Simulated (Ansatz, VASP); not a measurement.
# One calculation of KBr, two programs

```
K Br
1.0
     0.00000    3.27479    3.27479
     3.27479    0.00000    3.27479
     3.27479    3.27479    0.00000
K Br
1 1
Direct
  0.00000 0.00000 0.00000
  0.50000 0.50000 0.50000
```

Alike in both runs: functional PBEsol; k mesh 6 × 6 × 6; occupations gaussian, width 0.02 eV; no spin polarisation.

Ansatz relaxed the structure, and its values are those at the end. VASP's run is a single point on that final structure, the one shown.

|  | VASP | Ansatz |
| --- | --- | --- |
| version | VASP 6.6.1 | Ansatz 0.2.0 |
| potentials or method | VASP PAW PBE potentials, release 64 (K_sv, Br), cutoff 520 eV | scalar-relativistic, plane waves, PAW |
| valence electrons in the cell | 16 | 16 |

Ansatz gave:

```
gap on the k mesh at the Fermi level (eV) : 4.34
least direct gap on the mesh (eV)         : 4.34
pressure (GPa)                            : 0.0
```

Task: Which values does VASP return?

Result: gap on the k mesh at the Fermi level (eV): 4.34; least direct gap on the mesh (eV): 4.34; pressure (GPa): 0.1.

VASP's potentials were made for PBE, not for PBEsol.
